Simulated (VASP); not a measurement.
Here is a VASP 6.6.1 calculation.

INCAR

```
SYSTEM = TiCo2
PREC = Accurate ; ENCUT = 520
EDIFF = 1E-6 ; ISMEAR = 0
SIGMA = 0.1 ; LREAL = .FALSE.
LASPH = .TRUE. ; NELM = 150
ALGO = Fast ; ISIF = 2
LWAVE = .FALSE. ; LCHARG = .FALSE.
ISPIN = 2 ; MAGMOM = -0.03 -0.03 0.12 0.12 0.12 0.12
LORBIT = 11 ; LMAXMIX = 4
NBANDS = 43
```

KPOINTS

```
regular mesh
0
G
  6 6 6
  0 0 0
```

The input POSCAR:

```
TiCo2
1.0
    0.0000000000      3.2442710342      3.2442710342
    3.2442710342      0.0000000000      3.2442710342
    3.2442710342      3.2442710342      0.0000000000
Ti Co
2 4
Direct
    0.5000000000      0.5000000000      0.5000000000
    0.7500000000      0.7500000000      0.7500000000
    0.1250000000      0.1250000000      0.1250000000
    0.6250000000      0.1250000000      0.1250000000
    0.1250000000      0.1250000000      0.6250000000
    0.1250000000      0.6250000000      0.1250000000
```

Potentials or basis: VASP PAW LDA potentials, release 64 (Ti_sv, Co).

Command:

```sh
$ cat potpaw_LDA.64/Ti_sv/POTCAR potpaw_LDA.64/Co/POTCAR > POTCAR
$ mpirun -np 1 vasp_std > vasp.out
```

**Question.** Predict the pressure.

**Answer.** -0.6 GPa.

**Question.** Estimate the net moment.

**Answer.** 0.00 μB per cell.
